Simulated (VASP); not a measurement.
Set up this calculation in VASP 6.6.1, as the native input.

```
Task                   : single point
Functional             : r2SCAN
Potentials or basis    : VASP PAW PBE potentials, release 64 (Te, S, Pd)
Cutoff                 : 520 eV
k mesh                 : 4 × 3 × 2, shifted
Occupations            : fermi-dirac, width 0.1 eV
Spin                   : no spin polarisation
Dipole correction      : no
Further INCAR settings : ALGO = Normal; EDIFF = 1e-06; NBANDS = 39
```

Te6PdS2:

```
CELL_PARAMETERS angstrom
4.68987 0.00000 0.00000
-0.57920 7.35947 0.00000
-1.24521 -2.27258 8.44894
ATOMIC_POSITIONS crystal
Te 0.24581 0.22299 0.42765
Te 0.75419 0.77701 0.57235
Te 0.18179 0.07091 0.74825
Te 0.81821 0.92909 0.25175
Te 0.09449 0.55732 0.16773
Te 0.90551 0.44268 0.83227
S 0.33783 0.24292 0.16220
S 0.66217 0.75708 0.83780
Pd 0.00000 0.00000 0.00000
```

One way to write it, as run:

POSCAR

```
Te6PdS2
1.0
    4.6898730000      0.0000000000      0.0000000000
   -0.5792050000      7.3594700000      0.0000000000
   -1.2452060000     -2.2725850000      8.4489440000
Te S Pd
6 2 1
Direct
    0.2458107632      0.2229933746      0.4276533380
    0.7541892368      0.7770066254      0.5723466620
    0.1817853895      0.0709067686      0.7482465601
    0.8182146105      0.9290932314      0.2517534399
    0.0944850989      0.5573150285      0.1677283499
    0.9055149011      0.4426849715      0.8322716501
    0.3378345632      0.2429186825      0.1621952774
    0.6621654368      0.7570813175      0.8378047226
    0.0000000000      0.0000000000      0.0000000000
```

INCAR.step1

```
PREC     = Accurate       # precision mode
ENCUT    = 520            # plane-wave cutoff, eV
ISMEAR   = -1             # smearing method
SIGMA    = 0.1            # smearing width, eV
LREAL    = False          # projectors in reciprocal space
LASPH    = True           # aspherical terms in the spheres
NELM     = 60             # most SCF steps
NBANDS   = 39             # bands
GGA      = PE             # functional
ALGO     = Normal         # electronic algorithm
EDIFF    = 1E-4           # SCF threshold, eV
LWAVE    = True           # write WAVECAR
LCHARG   = False          # write CHGCAR
```

INCAR.step2

```
PREC     = Accurate       # precision mode
ENCUT    = 520            # plane-wave cutoff, eV
EDIFF    = 1E-6           # SCF threshold, eV
ISMEAR   = -1             # smearing method
SIGMA    = 0.1            # smearing width, eV
LREAL    = False          # projectors in reciprocal space
LASPH    = True           # aspherical terms in the spheres
NELM     = 60             # most SCF steps
ALGO     = Normal         # electronic algorithm
ISIF     = 2              # what is computed and relaxed
LWAVE    = False          # write WAVECAR
LCHARG   = True           # write CHGCAR
METAGGA  = R2SCAN         # meta-GGA
LMIXTAU  = True         
LELF     = True           # ELF
LVHAR    = True         
NBANDS   = 39             # bands
ISTART   = 1
```

KPOINTS

```
Automatic mesh
0
Gamma
  4 3 2
  0.5 0 0.5
```

Potentials or basis: VASP PAW PBE potentials, release 64 (Te, S, Pd).

The run is started by

```sh
$ cat potpaw_PBE.64/Te/POTCAR potpaw_PBE.64/S/POTCAR potpaw_PBE.64/Pd/POTCAR > POTCAR
$ cp INCAR.step1 INCAR
$ mpirun -np 1 vasp_std > vasp.out
$ cp INCAR.step2 INCAR
$ mpirun -np 1 vasp_std > vasp.out
```

Results of the run:

```json
{
 "Pressure": "-0.1 GPa",
 "Largest force": "0.027 eV/Å",
 "Band gap on the k mesh": "0.19 eV (least direct gap 0.32 eV)"
}
```

Caveat: semilocal functionals underestimate gaps, and a narrow one can read as zero; the PAW data sets were made with another functional, which shifts forces and pressure a little; spin-orbit coupling is left out, which moves the levels of the heavy elements; a shifted mesh leaves out Γ, where band edges can lie.

Wall time 21 min on 1 thread of AMD EPYC 7R13 (shared host), peak memory 0.44 GiB.
